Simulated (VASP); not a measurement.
# Zn in VASP: single point with PBE

Aim: the single point of Zn with PBE.

Program: VASP 6.6.1. These are calculated values, not measurements. Logs are shortened: lines on timing, memory, paths and dates and some standing lists are left out, and cuts for length are marked.

### 1 The cell of the first run

The cell holds a sheet with vacuum, 2 atoms: a = 2.557 Å, b = 2.557 Å, c = 29.906 Å, α = 90.00°, β = 90.00°, γ = 120.00°.

### 2 Single point, PBE

File POSCAR:

```
Zn
1.0
    2.5574698433      0.0000002699      0.0000000000
   -1.2787351554      2.2148337188      0.0000000000
    0.0000000000      0.0000000000     29.9064687634
Zn
2
Direct
    0.0000000000      0.0000000000      0.3337210826
    0.0000000000      0.0000000000      0.2347178106
```

File INCAR.step1:

```
SYSTEM = Zn
ALGO = Normal
DIPOL = 0.5 0.5 0.284
EDIFF = 1E-6
ENCUT = 520
GGA = PE
IDIPOL = 3
ISIF = 2
ISMEAR = 0
LASPH = .TRUE.
LCHARG = .TRUE.
LDIPOL = .TRUE.
LREAL = .FALSE.
LWAVE = .FALSE.
NBANDS = 19
NELM = 80
PREC = Accurate
SIGMA = 0.1
```

File KPOINTS.step1:

```
k-points
0
G
  24 24 1
  0 0 0
```

File INCAR.step2:

```
SYSTEM = Zn
ALGO = Normal
DIPOL = 0.5 0.5 0.284
EDIFF = 1E-6
ENCUT = 520
GGA = PE
ICHARG = 11
IDIPOL = 3
ISIF = 2
ISMEAR = -5
LASPH = .TRUE.
LCHARG = .FALSE.
LDIPOL = .TRUE.
LORBIT = 11
LREAL = .FALSE.
LWAVE = .FALSE.
NBANDS = 19
NEDOS = 1001
NELM = 80
PREC = Accurate
SIGMA = 0.1
```

File KPOINTS.step2:

```
k-points
0
G
  36 36 1
  0 0 0
```

Potentials or basis: VASP PAW PBE potentials, release 64 (Zn).

The run is started by

```
> cat potpaw_PBE.64/Zn/POTCAR > POTCAR
> cp INCAR.step1 INCAR
> cp KPOINTS.step1 KPOINTS
> mpirun -np 1 vasp_std > vasp.out
> cp INCAR.step2 INCAR
> cp KPOINTS.step2 KPOINTS
> mpirun -np 1 vasp_std > vasp.out
```

OUTCAR:

```text
SYSTEM = Zn
   EDIFF = 1E-6
   ENCUT = 520
   GGA = PE
   ICHARG = 11
   ISIF = 2
   ISMEAR = -5
   LASPH = .TRUE.
   LORBIT = 11
   LREAL = .FALSE.
   NELM = 80
   PREC = Accurate

 ion  position               nearest neighbor table
   1  0.000  0.000  0.334-   2 2.96
   2  0.000  0.000  0.235-   1 2.96

  LATTYP: Found a hexagonal cell.
 ALAT       =     2.5574698433
 C/A-ratio  =    11.6937718119

  Lattice vectors:

 A1 = (   2.5574698433,   0.0000002699,   0.0000000000)
 A2 = (  -1.2787351554,   2.2148337188,   0.0000000000)
 A3 = (   0.0000000000,   0.0000000000,  29.9064687634)

Analysis of symmetry for initial positions (statically):
=====================================================================
 Subroutine PRICEL returns:
 Original cell was already a primitive cell.

 Routine SETGRP: Setting up the symmetry group for a
 hexagonal supercell.

 Subroutine GETGRP returns: Found 24 space group operations
 (whereof 12 operations were pure point group operations)
 out of a pool of 24 trial point group operations.

The static configuration has the point symmetry C_6v.
 The point group associated with its full space group is D_6h.

Analysis of symmetry for dynamics (positions and initial velocities):
=====================================================================
 Subroutine PRICEL returns:
 Original cell was already a primitive cell.

 Routine SETGRP: Setting up the symmetry group for a
 hexagonal supercell.

 Subroutine GETGRP returns: Found 24 space group operations
 (whereof 12 operations were pure point group operations)
 out of a pool of 24 trial point group operations.

The dynamic configuration has the point symmetry C_6v.
 The point group associated with its full space group is D_6h.

 Subroutine INISYM returns: Found 24 space group operations
 (whereof 12 operations are pure point group operations),
 and found     1 'primitive' translations

----------------------------------------------------------------------------------------

                                     Primitive cell

  volume of cell :     169.4013

  direct lattice vectors                    reciprocal lattice vectors
     2.557469843  0.000000270  0.000000000     0.391011429  0.225750609  0.000000000
    -1.278735155  2.214833719  0.000000000    -0.000000048  0.451501136  0.000000000
     0.000000000  0.000000000 29.906468763     0.000000000  0.000000000  0.033437582

  length of vectors
     2.557469843  2.557469843 29.906468763     0.451501136  0.451501136  0.033437582

  position of ions in fractional coordinates (direct lattice)
     0.000000000  0.000000000  0.333721083
     0.000000000  0.000000000  0.234717811

  ion indices of the primitive-cell ions
   primitive index   ion index
                 1           1
                 2           2

----------------------------------------------------------------------------------------

 KPOINTS: k-points

Automatic generation of k-mesh.
 Grid dimensions read from file:
 generate k-points for:   36   36    1

 Generating k-lattice:

  Cartesian coordinates                     Fractional coordinates (reciprocal lattice)
     0.010861429  0.006270850  0.000000000     0.027777778  0.000000000  0.000000000
    -0.000000001  0.012541698  0.000000000    -0.000000000  0.027777778  0.000000000
     0.000000000  0.000000000  0.033437582     0.000000000  0.000000000  1.000000000

  Length of vectors
     0.012541698  0.012541698  0.033437582

  Shift w.r.t. Gamma in fractional coordinates (k-lattice)
     0.000000000  0.000000000  0.000000000

 TETIRR: Found    664 inequivalent tetrahedra from     7776

 Subroutine IBZKPT returns following result:
 ===========================================

 Found    127 irreducible k-points:

 Following reciprocal coordinates:
            Coordinates               Weight
  0.000000  0.000000  0.000000      1.000000
  0.027778 -0.000000  0.000000      6.000000
  0.055556 -0.000000  0.000000      6.000000
  0.083333  0.000000  0.000000      6.000000
  0.111111 -0.000000  0.000000      6.000000
  0.138889 -0.000000  0.000000      6.000000
[... 16 lines left out ...]
  0.111111  0.027778  0.000000     12.000000
  0.138889  0.027778  0.000000     12.000000
 [... further k-points ...]
   k-points           NKPTS =    127   k-points in BZ     NKDIM =    127   number of bands    NBANDS=     19
   number of dos      NEDOS =   1001   number of ions     NIONS =      2
   total plane-waves  NPLWV =  89600
   dimension x,y,z NGX =    20 NGY =   20 NGZ =  224
   dimension x,y,z NGXF=    40 NGYF=   40 NGZF=  448
   ions per type =               2
   NGX,Y,Z   is equivalent  to a cutoff of  13.00, 13.00, 12.45 a.u.
   NGXF,Y,Z  is equivalent  to a cutoff of  26.00, 26.00, 24.90 a.u.
 SYSTEM =  Zn
   PREC   = accura    normal or accurate (medium, high low for compatibility)
   ISTART =      0    job   : 0-new  1-cont  2-samecut
   ICHARG =     11    charge: 1-file 2-atom 10-const
   ISPIN  =      1    spin polarized calculation?
   LNONCOLLINEAR =      F non collinear calculations
   LSORBIT =      F    spin-orbit coupling
   LASPH  =      T    aspherical Exc in radial PAW
   ENCUT  =  520.0 eV  38.22 Ry    6.18 a.u.   4.76  4.76 55.61*2*pi/ulx,y,z
   NELM   =     80;   NELMIN=  2; NELMDL=  0     # of ELM steps
   EDIFF  = 0.1E-05   stopping-criterion for ELM
   LREAL  =      F    real-space projection
   EDIFFG = 0.1E-04   stopping-criterion for IOM
   NSW    =      0    number of steps for IOM
   IBRION =     -1    ionic relax: 0-MD 1-quasi-New 2-CG
   NFREE  =      0    steps in history (QN), initial steepest desc. (CG)
   ISIF   =      2    stress and relaxation
   ISYM   =      2    0-nonsym 1-usesym 2-fastsym
   POTIM  = 0.5000    time-step for ionic-motion
   TEBEG  =    0.0;   TEEND  =   0.0 temperature during run
   PSTRESS=    0.0 pullay stress
   NELECT =      24.0000    total number of electrons
   NUPDOWN=      -1.0000    fix difference up-down
   EMIN   =  10.00;   EMAX   =-10.00  energy-range for DOS
   EFERMI =   0.00;   METHOD = LEGACY
   ISMEAR =    -5;   SIGMA  =   0.10  broadening in eV -4-tet -1-fermi 0-gaus
   EFERMI_NEDOS =   21; number of points for ismear=-14 and -15
   IALGO  =     38    algorithm
   IMIX   =      4    mixing-type and parameters
     AMIX     =   0.40;   BMIX     =  1.00
     AMIX_MAG =   1.60;   BMIX_MAG =  1.00
  volume/ion in A,a.u.               =      84.70       571.59
  Fermi-wavevector in a.u.,A,eV,Ry     =   0.853440  1.612768  9.909936  0.728360
  Thomas-Fermi vector in A             =   1.969883
   LORBIT       =     11    0 simple, 1 ext, 2 COOP (PROOUT), +10 PAW based schemes
   GGA     = PE    functional components
   LHFCALC =     F    Hartree Fock is set to
   AEXX    =    0.0000 exact exchange contribution
   IVDW    =     0    specifies the selected vdW correction
   LEPSILON=     F    determine dielectric tensor
   LRPA    =     F    only Hartree local field effects (RPA)
 non-spin polarized calculation
 Fermi weights with tetrahedron method with Bloechl corrections
  energy-cutoff  :      520.00
  volume of cell :      169.40
 maximum number of plane-waves:      4597
 NGX is ok and might be reduce to    20

 number of electron      24.0000016 magnetization

 dipolmoment           0.000000      0.000000     -0.000041 electrons x Angstroem

 Free energy of the ion-electron system (eV)
  ---------------------------------------------------
  ext. energy  EPLUGINS =         0.00000000
  ---------------------------------------------------
  free energy    TOTEN  =        -1.86338631 eV

  energy without entropy =       -1.86338631  energy(sigma->0) =       -1.86338631

 E-fermi :  -2.8253     XC(G=0):  -2.6527

 val. band max:       -2.8237359241   @ k =   0.4167   0.1111   0.0000
 cond. band min:      -2.7964861384   @ k =   0.4444   0.0833   0.0000
 fundamental gap:      0.0272497857
 Fermi energy:        -2.8252641907

 k-point     1 :       0.0000    0.0000    0.0000
  band No.  band energies     occupation
      1     -12.1273      2.00000
      2     -11.6161      2.00000
      3     -10.4300      2.00000
      4     -10.3282      2.00000
      5     -10.3282      2.00000
      6     -10.3165      2.00000
[... 11 lines left out ...]
     18       1.9405      0.00000
     19       2.2387      0.00000

 k-point     2 :       0.0278   -0.0000    0.0000
  band No.  band energies     occupation
      1     -12.1037      2.00000
      2     -11.5981      2.00000
      3     -10.4262      2.00000
      4     -10.3320      2.00000
      5     -10.3217      2.00000
      6     -10.3202      2.00000
[... 11 lines left out ...]
     18       1.9646      0.00000
     19       2.2622      0.00000

 k-point     3 :       0.0556   -0.0000    0.0000
  band No.  band energies     occupation
      1     -12.0335      2.00000
      2     -11.5453      2.00000
      3     -10.4148      2.00000
      4     -10.3428      2.00000
      5     -10.3307      2.00000
      6     -10.3024      2.00000
[... 11 lines left out ...]
     18       2.0369      0.00000
     19       2.3326      0.00000

 k-point     4 :       0.0833    0.0000    0.0000
  band No.  band energies     occupation
      1     -11.9188      2.00000
      2     -11.4608      2.00000
      3     -10.3977      2.00000
      4     -10.3577      2.00000
      5     -10.3468      2.00000
      6     -10.2707      2.00000
[... 407 lines left out ...]
     18       2.2537      0.00000
     19       2.5438      0.00000

 k-point    23 :       0.1111    0.0278    0.0000
  band No.  band energies     occupation
      1     -11.6581      2.00000
      2     -11.2769      2.00000
      3     -10.4009      2.00000
      4     -10.3797      2.00000
      5     -10.3491      2.00000
      6     -10.1929      2.00000
[... 11 lines left out ...]
     18       2.4461      0.00000
     19       2.7315      0.00000

 k-point    24 :       0.1389    0.0278    0.0000
  band No.  band energies     occupation
      1     -11.4628      2.00000
      2     -11.1479      2.00000
      3     -10.4192      2.00000
      4     -10.3946      2.00000
      5     -10.3218      2.00000
      6     -10.1337      2.00000
[... 11 lines left out ...]
     18       2.6864      0.00000
     19       2.9660      0.00000

 [... further k-points ...]

------------------------ aborting loop because EDIFF is reached ----------------------------------------

 vacuum level on the upper side and lower side of the slab       (xc-potential included)        -0.010        -0.009

  FORCE on cell =-STRESS in cart. coord.  units (eV):
  Direction    XX          YY          ZZ          XY          YZ          ZX
  --------------------------------------------------------------------------------------
  -------------------------------------------------------------------------------------
  Total       -0.0322195     -0.0322195      0.2740571      0.0000000      0.0000000     -0.0000000
  in kB       -0.3047285     -0.3047285      2.5919992      0.0000000      0.0000000     -0.0000000
  external PRESSURE =       0.6608474 kB  Pullay stress =       0.0000000 kB

 VOLUME and BASIS-vectors are now :
 -----------------------------------------------------------------------------
  energy-cutoff  :      520.00
  volume of cell :      169.40
      direct lattice vectors                 reciprocal lattice vectors
     2.557469843  0.000000270  0.000000000     0.391011429  0.225750609  0.000000000
    -1.278735155  2.214833719  0.000000000    -0.000000048  0.451501136  0.000000000
     0.000000000  0.000000000 29.906468763     0.000000000  0.000000000  0.033437582

 POSITION                                       TOTAL-FORCE (eV/Angst)
 -----------------------------------------------------------------------------------
      0.00000      0.00000      9.98042        -0.000000      0.000000      0.056111
      0.00000      0.00000      7.01958         0.000000     -0.000000     -0.056111
 -----------------------------------------------------------------------------------
    total drift:                                0.000000      0.000000     -0.016844

  FREE ENERGIE OF THE ION-ELECTRON SYSTEM (eV)
  ---------------------------------------------------
  free  energy   TOTEN  =        -1.8633863107 eV

  energy  without entropy=       -1.8633863107  energy(sigma->0) =       -1.86338631

 vacuum level on the upper side and lower side of the slab         1.266         1.268

 total charge

# of ion       s       p       d       tot
------------------------------------------
    1        0.631   0.442   9.711  10.783
    2        0.631   0.442   9.711  10.783
--------------------------------------------------
tot          1.262   0.884  19.421  21.567
```

It took 9.2 min on 1 thread of Intel Xeon 8259CL, shared host; peak memory 0.51 GiB.

Results:

```
Valence electrons inside the program's atomic spheres : Zn 10.78
```

Caveat: tetrahedron occupations give inexact forces and stress in metals.
